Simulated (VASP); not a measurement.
Input of a VASP 6.6.1 run:

File INCAR:

```
SYSTEM = Zr
PREC = Accurate ; ENCUT = 600
EDIFF = 1E-6 ; ISMEAR = 0
SIGMA = 0.1 ; LREAL = .False.
LASPH = .True. ; NELM = 80
ALGO = Fast ; ISIF = 4
LWAVE = .False. ; LCHARG = .False.
GGA = PE ; IBRION = 2
NSW = 50 ; EDIFFG = -0.01
```

Contents of KPOINTS:

```
Automatic mesh
0
Gamma
  15 15 8
  0 0 0
```

POSCAR

```
Zr
1.0
    3.2647997660      0.0000000000      0.0000000000
   -1.6323998830      2.8273995357      0.0000000000
    0.0000000000      0.0000000000      5.2203026579
Zr
2
Direct
    0.3333333333      0.6666666667      0.2500000000
    0.6666666667      0.3333333333      0.7500000000
```

Potentials or basis: VASP PAW PBE potentials, release 64 (Zr_sv).

The run is started by

```sh
$ cat potpaw_PBE.64/Zr_sv/POTCAR > POTCAR
$ mpirun -np 1 vasp_std > vasp.out
```

(1) Estimate the band gap on the k mesh.

Answers

(1) zero (bands 12 and 13 overlap by 1.15 eV).
